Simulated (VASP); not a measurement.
A run of VASP 6.6.1 is set up as follows.

File POSCAR:

```
W
1.0
    0.0000000000      1.8600084640      2.4180110031
    1.8600084640      0.0000000000      2.4180110031
    1.8600084640      1.8600084640      0.0000000000
W
1
Direct
    0.0000000000      0.0000000000      0.0000000000
```

File INCAR.step1:

```
SYSTEM = W
PREC     = Accurate       ! precision mode
ENCUT    = 520            ! plane-wave cutoff, eV
ISMEAR   = 0              ! smearing method
SIGMA    = 0.15           ! smearing width, eV
LREAL    = .FALSE.        ! projectors in reciprocal space
LASPH    = .TRUE.         ! aspherical terms in the spheres
NELM     = 80             ! most SCF steps
NBANDS   = 13             ! bands
GGA      = PE             ! functional
ALGO     = Normal         ! electronic algorithm
EDIFF    = 1E-4           ! SCF threshold, eV
LWAVE    = .TRUE.         ! write WAVECAR
LCHARG   = .FALSE.        ! write CHGCAR
```

The input INCAR.step2:

```
SYSTEM = W
PREC     = Accurate       ! precision mode
ENCUT    = 520            ! plane-wave cutoff, eV
EDIFF    = 1E-6           ! SCF threshold, eV
ISMEAR   = 0              ! smearing method
SIGMA    = 0.15           ! smearing width, eV
LREAL    = .FALSE.        ! projectors in reciprocal space
LASPH    = .TRUE.         ! aspherical terms in the spheres
NELM     = 80             ! most SCF steps
ALGO     = Normal         ! electronic algorithm
ISIF     = 2              ! what is computed and relaxed
LWAVE    = .FALSE.        ! write WAVECAR
LCHARG   = .FALSE.        ! write CHGCAR
METAGGA  = R2SCAN         ! meta-GGA
LMIXTAU  = .TRUE.       
NBANDS   = 13             ! bands
ISTART   = 1
```

KPOINTS

```
regular mesh
0
G
  22 22 22
  0 0 0
```

Potentials or basis: VASP PAW PBE potentials, release 64 (W_sv).

Run with:

```console
$ cat potpaw_PBE.64/W_sv/POTCAR > POTCAR
$ cp INCAR.step1 INCAR
$ mpirun -np 1 vasp_std > vasp.out
$ cp INCAR.step2 INCAR
$ mpirun -np 1 vasp_std > vasp.out
```

(1) What does it give for the pressure?

(2) What does it give for the band gap on the k mesh?

Answers

(1) -4.8 GPa.

(2) zero (bands 7 and 8 overlap by 3.44 eV).

Caveat: the stress differs along the axes, from -19 to 2 GPa; the PAW data sets were made with another functional, which shifts forces and pressure a little; spin-orbit coupling is left out, which moves the levels of the heavy elements.
